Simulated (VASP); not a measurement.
A run of VASP 6.6.1:

Contents of INCAR:

```
  ALGO = Normal
  EDIFF = 1E-6
  ENCUT = 520
  GGA = PE
  ISIF = 2
  ISMEAR = 0
  LASPH = T
  LCHARG = F
  LREAL = F
  LWAVE = F
  NBANDS = 14
  NELM = 100
  PREC = Accurate
  SIGMA = 0.15
```

The input KPOINTS:

```
k-points
0
Gamma
  22 22 22
```

The input POSCAR:

```
HfN
1.0
    0.0000000000      2.3875913865      2.2738965586
    2.3875913865      0.0000000000      2.2738965586
    2.3875913865      2.3875913865      0.0000000000
Hf N
1 1
Direct
    0.0000000000      0.0000000000      0.0000000000
    0.5000000000      0.5000000000      0.5000000000
```

Potentials or basis: VASP PAW PBE potentials, release 64 (Hf_pv, N).

Command:

```bash
$ cat potpaw_PBE.64/Hf_pv/POTCAR potpaw_PBE.64/N/POTCAR > POTCAR
$ mpirun -np 1 vasp_std > vasp.out
```

Hardware: 1 thread of AMD EPYC 9R45 96-Core Processor (Zen 5), on a shared host.

Problem. Estimate the wall time of this run.

Solution. Wall time 2.5 min on 1 thread of AMD EPYC 9R45 96-Core Processor (Zen 5), on a shared host, peak memory 0.39 GiB. Counts: scf iterations 12, k points 834.
